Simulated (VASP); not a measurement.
A run of VASP 6.6.1 is set up as follows.

The input INCAR:

```
SYSTEM = MoS2
PREC = Accurate
ENCUT = 520
EDIFF = 1E-7
ISMEAR = 1
SIGMA = 0.109
LREAL = .False.
LASPH = .True.
NELM = 80
ALGO = Normal
ISIF = 2
LWAVE = .False.
LCHARG = .False.
GGA = PS
NBANDS = 35
```

KPOINTS

```
Automatic mesh
0
Gamma
  12 12 2
  0 0 0
```

POSCAR

```
MoS2
1.0
    3.0788000000      0.0000000000      0.0000000000
   -1.5394000000      2.6663190132      0.0000000000
    0.0000000000      0.0000000000     11.9418000000
Mo S
2 4
Direct
    0.3333333333      0.6666666667      0.2500000000
    0.6666666667      0.3333333333      0.7500000000
    0.3333333333      0.6666666667      0.6259932117
    0.6666666667      0.3333333333      0.1259932117
    0.3333333333      0.6666666667      0.8740067883
    0.6666666667      0.3333333333      0.3740067883
```

Potentials or basis: VASP PAW PBE potentials, release 64 (Mo_sv, S).

Command:

```console
$ cat potpaw_PBE.64/Mo_sv/POTCAR potpaw_PBE.64/S/POTCAR > POTCAR
$ mpirun -np 1 vasp_std > vasp.out
```

Question: Estimate the largest force.

Answer: 2.203 eV/Å.

Question: Estimate the band gap on the k mesh.

Answer: 0.78 eV (least direct gap 1.77 eV).

Question: Predict the pressure.

Answer: 17.5 GPa.

Stress tensor (GPa, compression positive):
```
14.99  0.00  0.00
 0.00 14.99  0.00
 0.00  0.00 22.66
```

Caveat: the cell stands under pressure; the PAW data sets were made with another functional, which shifts forces and pressure a little; this functional lacks dispersion, which binds the layers, so the pressure and a relaxed spacing across them are unreliable. A k mesh can miss the band edges.
